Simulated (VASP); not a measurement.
# Sn: single point with LDA

Crystal: Sn.

```xyz
2
Lattice="0.0000 3.1133 3.1133 3.1133 0.0000 3.1133 3.1133 3.1133 0.0000" Properties=species:S:1:pos:R:3 pbc="T T T"
Sn    3.1133    3.1133    3.1133
Sn    4.6699    4.6699    4.6699
```

```
Program             : VASP 6.6.1
Task                : single point
Functional          : LDA
Potentials or basis : VASP PAW LDA potentials, release 64 (Sn_d)
Cutoff              : 520 eV
k mesh              : 14 × 14 × 14
Occupations         : fermi-dirac, width 0.1 eV
Spin                : no spin polarisation
```

```
Pressure : 7.1 GPa
```

Levels at points of the mesh, in eV from the Fermi level:
```
           k point  band 11  band 12  band 13  band 14  band 15  band 16  band 17  band 18
(0.00, 0.00, 0.00)   -11.67    -0.03    -0.03    -0.03    -0.02     2.03     2.03     2.03
(0.50, 0.00, 0.00)    -9.77    -6.99    -1.44    -1.44     0.05     3.14     3.14     5.29
(0.50, 0.50, 0.00)    -8.14    -8.14    -3.02    -3.02     0.49     0.49     8.34     8.34
```

Wall time 87 s on 1 thread of Intel(R) Xeon(R) Platinum 8259CL CPU @ 2.50GHz (Skylake/Cascade Lake) (shared host), peak memory 0.24 GiB.

Caveat: spin-orbit coupling is left out, which moves the levels of the heavy elements.
